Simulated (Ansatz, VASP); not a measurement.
## MoS2: VASP beside Ansatz

```xyz
6
Lattice="3.1610 -0.0316 -0.0316 -1.6079 2.7533 -0.0116 -0.1230 -0.1230 12.2950" Properties=species:S:1:pos:R:3 pbc="T T T"
Mo   -0.0490    1.7943    3.0555
Mo    1.4792    0.8045    9.1963
S    -0.0954    1.7479    7.6969
S     1.5557    0.8810    1.5427
S    -0.1255    1.7177   10.7091
S     1.5256    0.8509    4.5550
```

Change from the starting cell: equal xy, yz and zx shear strains of -2 %, crystal datasets.

Alike in both runs: task electric field gradients; functional LDA; k mesh 10 × 10 × 3; occupations fermi-dirac, width 0.03 eV; no spin polarisation.

|  | VASP | Ansatz |
| --- | --- | --- |
| version | VASP 6.6.1 | Ansatz 0.2.0 |
| potentials or method | VASP PAW LDA potentials, release 64 (Mo_sv, S), cutoff 520 eV | all-electron PAW with datasets made for the crystal, scalar-relativistic |

```csv
,VASP,Ansatz,Ansatz less VASP
pressure (GPa),1.4,1.3,-0.05
"traceless stress, the component that is largest in VASP (GPa)",4.54,4.58,+0.040
rms of the force components (eV/Å),0.437,0.434,-0.0032
size of Vzz on the site where it differs most (V/Å²),101.1,97.8,-3.29
```

LDA's correlation is that of Perdew and Zunger in VASP and of Perdew and Wang (1992) in Ansatz. Atom by atom the forces differ by 0.004 eV/Å (rms over components). Ansatz ran all-electron here, and VASP with PAW potentials.
